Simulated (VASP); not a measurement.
Input of a VASP 6.6.1 run:

The input INCAR:

```
ALGO = Normal ; EDIFF = 1E-6
ENCUT = 520 ; GGA = CA
ISIF = 2 ; ISMEAR = -1
LASPH = T ; LCHARG = F
LREAL = F ; LWAVE = F
NBANDS = 12 ; NELM = 60
PREC = Accurate ; SIGMA = 0.05
```

The input KPOINTS:

```
k-points
0
Gamma
  6 6 6
```

File POSCAR:

```
Tl
1.0
   -1.9559951735      1.9559951735      1.9559951735
    1.9559951735     -1.9559951735      1.9559951735
    1.9559951735      1.9559951735     -1.9559951735
Tl
1
Direct
    0.0000000000      0.0000000000      0.0000000000
```

Potentials or basis: VASP PAW LDA potentials, release 64 (Tl_d).

The run is started by

```console
$ cat potpaw_LDA.64/Tl_d/POTCAR > POTCAR
$ mpirun -np 1 vasp_std > vasp.out
```

(1) Estimate the pressure.

## Answers

(1) -3.0 GPa.

Caveat: the k points lie up to 0.38 Å⁻¹ apart.
